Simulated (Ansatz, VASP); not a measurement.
**One calculation of MgH2, two programs**

File INCAR:

```
SYSTEM = MgH2
ALGO = Normal ; EDIFF = 1E-7
ENCUT = 520 ; GGA = PE
ISIF = 2 ; ISMEAR = 0
LASPH = .TRUE. ; LCHARG = .TRUE.
LELF = .TRUE. ; LREAL = .FALSE.
LVHAR = .TRUE. ; LWAVE = .FALSE.
NBANDS = 13 ; NELM = 80
PREC = Accurate ; SIGMA = 0.01
```

KPOINTS

```
k-points
0
G
  8 8 8
  0 0 0
```

File POSCAR:

```
MgH2
1.0
   -1.9414172291      1.9414172291      4.8236890718
    1.9414172291     -1.9414172291      4.8236890718
    1.9414172291      1.9414172291     -4.8236890718
Mg H
2 4
Direct
    0.7500000000      0.2500000000      0.5000000000
    0.0000000000      0.0000000000      0.0000000000
    0.5399464740      0.0399464740      0.5000000000
    0.7899464740      0.7899464740      0.0000000000
    0.2100535260      0.2100535260      0.0000000000
    0.9600535260      0.4600535260      0.5000000000
```

Input for Ansatz:

```yaml
crystal:
  lattice:
    - [-1.9414172291, 1.9414172291, 4.8236890718]
    - [1.9414172291, -1.9414172291, 4.8236890718]
    - [1.9414172291, 1.9414172291, -4.8236890718]
  atoms:
    - { symbol: Mg, position: [0.75, 0.25, 0.5] }
    - { symbol: Mg, position: [0.0, 0.0, 0.0] }
    - { symbol: H, position: [0.539946474, 0.039946474, 0.5] }
    - { symbol: H, position: [0.789946474, 0.789946474, 0.0] }
    - { symbol: H, position: [0.210053526, 0.210053526, 0.0] }
    - { symbol: H, position: [0.960053526, 0.460053526, 0.5] }
kpoints:
  mp_grid: { grid: [8, 8, 8] }
hamiltonian:
  xc: pbe
scf:
  occupations: { method: fixed }
  n_extra_bands: 5
output:
  forces: true
  stress: true
  eigenvalues: true
```

Alike in both runs: task single point; functional PBE; k mesh 8 × 8 × 8; no spin polarisation.

```csv
,VASP,Ansatz
version,VASP 6.6.1,Ansatz 0.2.0
potentials or method,"VASP PAW PBE potentials, release 64 (Mg, H)","plane waves, PAW"
plane-wave cutoff (eV),520,420
occupations,"gaussian, width 0.01 eV",fixed
valence electrons in the cell,8,24
```

```csv
,VASP,Ansatz,Ansatz less VASP
gap on the k mesh at the Fermi level (eV),3.33,3.34,+0.016
pressure (GPa),-2.6,-2.4,+0.24
"traceless stress, the component that is largest in VASP (GPa)",-0.20,-0.18,+0.024
rms of the force components (eV/Å),0.023,0.022,-0.0004
```

Atom by atom the forces differ by 0.000 eV/Å (rms over components). VASP's potentials hold 8 valence electrons a cell and Ansatz's 24, so a difference there can come from the potentials and not from the codes.
